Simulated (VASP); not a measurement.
# Ti3Al5 (Pmmm) in VASP: single point with r2SCAN

Aim: the single point of Ti3Al5 with r2SCAN.

Program: VASP 6.6.1. These are calculated values, not measurements. Logs are shortened: lines on timing, memory, paths and dates and some standing lists are left out, and cuts for length are marked.

## (1) The cell of the first run

Symmetry: Pmmm, No. 47, orthorhombic system. Conventional cell: a = 3.902 Å, b = 4.023 Å, c = 8.071 Å, α = 90.00°, β = 90.00°, γ = 90.00°. Within 3.6 Å of Ti (site symmetry mm2) lie 10 Al at 2.72 to 2.94 Å and 2 Ti at 2.89 Å. Within 3.7 Å of Ti (site symmetry mmm) lie 8 Al at 2.80 to 2.81 Å and 4 Ti at 2.89 Å. Within 3.6 Å of Al (site symmetry mmm) lie 4 Al at 2.76 Å and 8 Ti at 2.80 to 2.94 Å. Within 3.6 Å of Al (site symmetry mmm) lie 4 Ti at 2.77 Å and 8 Al at 2.80 to 2.85 Å. Within 3.6 Å of Al (site symmetry mmm) lie 4 Ti at 2.72 Å and 8 Al at 2.80 to 2.89 Å. Al (site symmetry mm2) has 6 Al at 2.76 to 2.89 Å and 6 Ti at 2.81 Å within 3.6 Å.

## (2) Single point, r2SCAN

The input, POSCAR:

```
Ti3Al5
1.0
    3.9016290122      0.0000000000      0.0000000000
    0.0000000000      4.0227228113      0.0000000000
    0.0000000000      0.0000000000      8.0705706867
Ti Al
3 5
Direct
    0.0000000000      0.5000000000      0.2648736031
    0.0000000000      0.5000000000      0.7351263969
    0.5000000000      0.5000000000      0.0000000000
    0.0000000000      0.0000000000      0.0000000000
    0.0000000000      0.0000000000      0.5000000000
    0.5000000000      0.5000000000      0.5000000000
    0.5000000000      0.0000000000      0.2423326362
    0.5000000000      0.0000000000      0.7576673638
```

The input, INCAR.step1:

```
SYSTEM = Ti3Al5
PREC = Accurate ; ENCUT = 520
ISMEAR = 0 ; SIGMA = 0.15
LREAL = .False. ; LASPH = .True.
NELM = 60 ; NBANDS = 36
GGA = PE ; ALGO = Normal
EDIFF = 1E-4 ; LWAVE = .True.
LCHARG = .False.
```

The input, INCAR.step2:

```
SYSTEM = Ti3Al5
PREC = Accurate ; ENCUT = 520
EDIFF = 1E-6 ; ISMEAR = 0
SIGMA = 0.15 ; LREAL = .False.
LASPH = .True. ; NELM = 60
ALGO = Normal ; ISIF = 2
LWAVE = .False. ; LCHARG = .False.
METAGGA = R2SCAN ; LMIXTAU = .True.
NBANDS = 36 ; ISTART = 1
```

The input, KPOINTS:

```
regular mesh
0
Gamma
  10 10 6
  0 0 0
```

Potentials or basis: VASP PAW PBE potentials, release 64 (Ti_sv, Al).

Run with:

```bash
cat potpaw_PBE.64/Ti_sv/POTCAR potpaw_PBE.64/Al/POTCAR > POTCAR
cp INCAR.step1 INCAR
mpirun -np 1 vasp_std > vasp.out
cp INCAR.step2 INCAR
mpirun -np 1 vasp_std > vasp.out
```

OUTCAR:

```text
SYSTEM = Ti3Al5
   PREC = Accurate
   ENCUT = 520
   EDIFF = 1E-6
   ISMEAR = 0
   LREAL = .False.
   LASPH = .True.
   NELM = 60
   ISIF = 2
   METAGGA = R2SCAN
   ISTART = 1

 ion  position               nearest neighbor table
   1  0.000  0.500  0.265-   6 2.72   6 2.72   5 2.77   5 2.77   7 2.81   7 2.81   7 2.81   7 2.81
                             3 2.89   3 2.89   4 2.94   4 2.94
   2  0.000  0.500  0.735-   6 2.72   6 2.72   5 2.77   5 2.77   8 2.81   8 2.81   8 2.81   8 2.81
                             3 2.89   3 2.89   4 2.94   4 2.94
   3  0.500  0.500  0.000-   4 2.80   4 2.80   4 2.80   4 2.80   7 2.81   8 2.81   8 2.81   7 2.81
                             1 2.89   2 2.89   1 2.89   2 2.89
   4  0.000  0.000  0.000-   7 2.76   8 2.76   7 2.76   8 2.76   3 2.80   3 2.80   3 2.80   3 2.80
                             1 2.94   1 2.94   2 2.94   2 2.94
   5  0.000  0.000  0.500-   1 2.77   2 2.77   1 2.77   2 2.77   6 2.80   6 2.80   6 2.80   6 2.80
                             8 2.85   7 2.85   8 2.85   7 2.85
   6  0.500  0.500  0.500-   1 2.72   2 2.72   1 2.72   2 2.72   5 2.80   5 2.80   5 2.80   5 2.80
                             8 2.89   7 2.89   7 2.89   8 2.89
   7  0.500  0.000  0.242-   4 2.76   4 2.76   3 2.81   3 2.81   1 2.81   1 2.81   1 2.81   1 2.81
                             5 2.85   5 2.85   6 2.89   6 2.89
   8  0.500  0.000  0.758-   4 2.76   4 2.76   3 2.81   3 2.81   2 2.81   2 2.81   2 2.81   2 2.81
                             5 2.85   5 2.85   6 2.89   6 2.89

  LATTYP: Found a simple orthorhombic cell.
 ALAT       =     3.9016290122
 B/A-ratio  =     1.0310367282
 C/A-ratio  =     2.0685130907

  Lattice vectors:

 A1 = (   3.9016290122,   0.0000000000,   0.0000000000)
 A2 = (   0.0000000000,   4.0227228113,   0.0000000000)
 A3 = (   0.0000000000,   0.0000000000,   8.0705706867)

Analysis of symmetry for initial positions (statically):
=====================================================================
 Subroutine PRICEL returns:
 Original cell was already a primitive cell.

 Routine SETGRP: Setting up the symmetry group for a
 simple orthorhombic supercell.

 Subroutine GETGRP returns: Found  8 space group operations
 (whereof  8 operations were pure point group operations)
 out of a pool of  8 trial point group operations.

The static configuration has the point symmetry D_2h.

Analysis of symmetry for dynamics (positions and initial velocities):
=====================================================================
 Subroutine PRICEL returns:
 Original cell was already a primitive cell.

 Routine SETGRP: Setting up the symmetry group for a
 simple orthorhombic supercell.

 Subroutine GETGRP returns: Found  8 space group operations
 (whereof  8 operations were pure point group operations)
 out of a pool of  8 trial point group operations.

The dynamic configuration has the point symmetry D_2h.

 Subroutine INISYM returns: Found  8 space group operations
 (whereof  8 operations are pure point group operations),
 and found     1 'primitive' translations

----------------------------------------------------------------------------------------

                                     Primitive cell

  volume of cell :     126.6690

  direct lattice vectors                    reciprocal lattice vectors
     3.901629012  0.000000000  0.000000000     0.256303200  0.000000000  0.000000000
     0.000000000  4.022722811  0.000000000     0.000000000  0.248587846  0.000000000
     0.000000000  0.000000000  8.070570687     0.000000000  0.000000000  0.123906975

  length of vectors
     3.901629012  4.022722811  8.070570687     0.256303200  0.248587846  0.123906975

  position of ions in fractional coordinates (direct lattice)
     0.000000000  0.500000000  0.264873603
     0.000000000  0.500000000  0.735126397
     0.500000000  0.500000000  0.000000000
     0.000000000  0.000000000  0.000000000
     0.000000000  0.000000000  0.500000000
     0.500000000  0.500000000  0.500000000
     0.500000000  0.000000000  0.242332636
     0.500000000  0.000000000  0.757667364

  ion indices of the primitive-cell ions
   primitive index   ion index
                 1           1
                 2           2
                 3           3
                 4           4
                 5           5
                 6           6
                 7           7
                 8           8

----------------------------------------------------------------------------------------

 KPOINTS: regular mesh

Automatic generation of k-mesh.
 Grid dimensions read from file:
 generate k-points for:   10   10    6

 Generating k-lattice:

  Cartesian coordinates                     Fractional coordinates (reciprocal lattice)
     0.025630320  0.000000000  0.000000000     0.100000000  0.000000000  0.000000000
     0.000000000  0.024858785  0.000000000     0.000000000  0.100000000  0.000000000
     0.000000000  0.000000000  0.020651162     0.000000000  0.000000000  0.166666667

  Length of vectors
     0.025630320  0.024858785  0.020651162

  Shift w.r.t. Gamma in fractional coordinates (k-lattice)
     0.000000000  0.000000000  0.000000000

 Subroutine IBZKPT returns following result:
 ===========================================

 Found    144 irreducible k-points:

 Following reciprocal coordinates:
            Coordinates               Weight
  0.000000  0.000000  0.000000      1.000000
  0.100000  0.000000  0.000000      2.000000
  0.200000  0.000000  0.000000      2.000000
  0.300000  0.000000  0.000000      2.000000
  0.400000  0.000000  0.000000      2.000000
  0.500000  0.000000  0.000000      1.000000
[... 16 lines left out ...]
  0.400000  0.300000  0.000000      4.000000
  0.500000  0.300000  0.000000      2.000000
 [... further k-points ...]
   k-points           NKPTS =    144   k-points in BZ     NKDIM =    144   number of bands    NBANDS=     36
   number of dos      NEDOS =    301   number of ions     NIONS =      8
   total plane-waves  NPLWV =  54000
   dimension x,y,z NGX =    30 NGY =   30 NGZ =   60
   dimension x,y,z NGXF=    60 NGYF=   60 NGZF=  120
   ions per type =               3   5
   NGX,Y,Z   is equivalent  to a cutoff of  12.78, 12.40, 12.36 a.u.
   NGXF,Y,Z  is equivalent  to a cutoff of  25.57, 24.80, 24.72 a.u.
 SYSTEM =  Ti3Al5
   PREC   = accura    normal or accurate (medium, high low for compatibility)
   ISTART =      1    job   : 0-new  1-cont  2-samecut
   ICHARG =      0    charge: 1-file 2-atom 10-const
   ISPIN  =      1    spin polarized calculation?
   LNONCOLLINEAR =      F non collinear calculations
   LSORBIT =      F    spin-orbit coupling
   LASPH  =      T    aspherical Exc in radial PAW
   ENCUT  =  520.0 eV  38.22 Ry    6.18 a.u.   7.25  7.48 15.01*2*pi/ulx,y,z
   NELM   =     60;   NELMIN=  2; NELMDL=  0     # of ELM steps
   EDIFF  = 0.1E-05   stopping-criterion for ELM
   LREAL  =      F    real-space projection
[... 7 lines left out ...]
   TEBEG  =    0.0;   TEEND  =   0.0 temperature during run
   PSTRESS=    0.0 pullay stress
   NELECT =      51.0000    total number of electrons
   NUPDOWN=      -1.0000    fix difference up-down
   EMIN   =  10.00;   EMAX   =-10.00  energy-range for DOS
   EFERMI =   0.00;   METHOD = LEGACY
   ISMEAR =     0;   SIGMA  =   0.15  broadening in eV -4-tet -1-fermi 0-gaus
   EFERMI_NEDOS =   21; number of points for ismear=-14 and -15
   IALGO  =     38    algorithm
   IMIX   =      4    mixing-type and parameters
     AMIX     =   0.40;   BMIX     =  1.00
     AMIX_MAG =   1.60;   BMIX_MAG =  1.00
  volume/ion in A,a.u.               =      15.83       106.85
  Fermi-wavevector in a.u.,A,eV,Ry     =   1.208857  2.284408 19.882659  1.461334
  Thomas-Fermi vector in A             =   2.344452
   LORBIT       =      0    0 simple, 1 ext, 2 COOP (PROOUT), +10 PAW based schemes
   METAGGA = R2SCAN    functional components
   LHFCALC =     F    Hartree Fock is set to
   AEXX    =    0.0000 exact exchange contribution
   IVDW    =     0    specifies the selected vdW correction
   LEPSILON=     F    determine dielectric tensor
   LRPA    =     F    only Hartree local field effects (RPA)
 non-spin polarized calculation
 Gauss-broadening in eV      SIGMA  =   0.15
  energy-cutoff  :      520.00
  volume of cell :      126.67
 maximum number of plane-waves:      3442
 NGX is ok and might be reduce to    30
   NGX = 15   NGY = 15   NGZ = 31

 number of electron      51.0000005 magnetization

 Free energy of the ion-electron system (eV)
  ---------------------------------------------------
  ext. energy  EPLUGINS =         0.00000000
  ---------------------------------------------------
  free energy    TOTEN  =       -76.21372001 eV

  energy without entropy =      -76.16479090  energy(sigma->0) =      -76.18925546

 E-fermi :   8.5810     XC(G=0): -11.7257

 val. band max:        8.5807793616   @ k =   0.3000   0.2000   0.3333
 cond. band min:       8.5852225644   @ k =   0.1000   0.5000   0.3333
 fundamental gap:      0.0044432028
 Fermi energy:         8.5809592727

 k-point     1 :       0.0000    0.0000    0.0000
  band No.  band energies     occupation
      1     -50.4549      2.00000
      2     -50.4486      2.00000
      3     -50.2602      2.00000
      4     -25.7966      2.00000
      5     -25.7878      2.00000
      6     -25.7101      2.00000
[... 28 lines left out ...]
     35      12.2892      0.00000
     36      12.3196      0.00000

 k-point     2 :       0.1000    0.0000    0.0000
  band No.  band energies     occupation
      1     -50.4543      2.00000
      2     -50.4485      2.00000
      3     -50.2606      2.00000
      4     -25.7958      2.00000
      5     -25.7877      2.00000
      6     -25.7118      2.00000
[... 28 lines left out ...]
     35      11.9831      0.00000
     36      12.3069      0.00000
[... 817 lines left out ...]
     35      11.4174      0.00000
     36      11.6012      0.00000

 k-point    24 :       0.5000    0.3000    0.0000
  band No.  band energies     occupation
      1     -50.4480      2.00000
      2     -50.4471      2.00000
      3     -50.2643      2.00000
      4     -25.7986      2.00000
      5     -25.7963      2.00000
      6     -25.7469      2.00000
[... 28 lines left out ...]
     35      11.3055      0.00000
     36      11.5396      0.00000

 [... further k-points ...]

------------------------ aborting loop because EDIFF is reached ----------------------------------------

  FORCE on cell =-STRESS in cart. coord.  units (eV):
  Direction    XX          YY          ZZ          XY          YZ          ZX
  --------------------------------------------------------------------------------------
  -------------------------------------------------------------------------------------
  Total        0.0156570     -0.0035736      0.0428693      0.0000000      0.0000000      0.0000000
  in kB        0.1980381     -0.0452006      0.5422340      0.0000000      0.0000000      0.0000000
  external PRESSURE =       0.2316905 kB  Pullay stress =       0.0000000 kB

 VOLUME and BASIS-vectors are now :
 -----------------------------------------------------------------------------
  energy-cutoff  :      520.00
  volume of cell :      126.67
      direct lattice vectors                 reciprocal lattice vectors
     3.901629012  0.000000000  0.000000000     0.256303200  0.000000000  0.000000000
     0.000000000  4.022722811  0.000000000     0.000000000  0.248587846  0.000000000
     0.000000000  0.000000000  8.070570687     0.000000000  0.000000000  0.123906975

 POSITION                                       TOTAL-FORCE (eV/Angst)
 -----------------------------------------------------------------------------------
      0.00000      2.01136      2.13768         0.000000      0.000000      0.001811
      0.00000      2.01136      5.93289         0.000000      0.000000     -0.001811
      1.95081      2.01136      0.00000         0.000000      0.000000      0.000000
      0.00000      0.00000      0.00000         0.000000      0.000000      0.000000
      0.00000      0.00000      4.03529         0.000000      0.000000      0.000000
      1.95081      2.01136      4.03529         0.000000      0.000000      0.000000
      1.95081      0.00000      1.95576         0.000000      0.000000      0.010729
      1.95081      0.00000      6.11481         0.000000      0.000000     -0.010729
 -----------------------------------------------------------------------------------
    total drift:                                0.000000      0.000000      0.000000

  FREE ENERGIE OF THE ION-ELECTRON SYSTEM (eV)
  ---------------------------------------------------
  free  energy   TOTEN  =       -76.2137200144 eV

  energy  without entropy=      -76.1647909012  energy(sigma->0) =      -76.18925546
```

Run time: 35 min. Hardware: 1 thread of Oxide Virtual Turin-like, shared host; peak memory 0.56 GiB.

What came out:

```
Free energy            : -76.2137 eV
Pressure               : 0.0 GPa
Largest force          : 0.011 eV/Å
Band gap on the k mesh : zero (an odd number of electrons rules out a gap without spin polarisation)
```

Forces on the atoms (eV/Å):
```
Ti   0.000  0.000  0.002
Ti   0.000  0.000 -0.002
Ti   0.000  0.000  0.000
Al   0.000  0.000  0.000
Al   0.000  0.000  0.000
Al   0.000  0.000  0.000
Al   0.000  0.000  0.011
Al   0.000  0.000 -0.011
```

Caveat: the PAW data sets were made with another functional, which shifts forces and pressure a little.
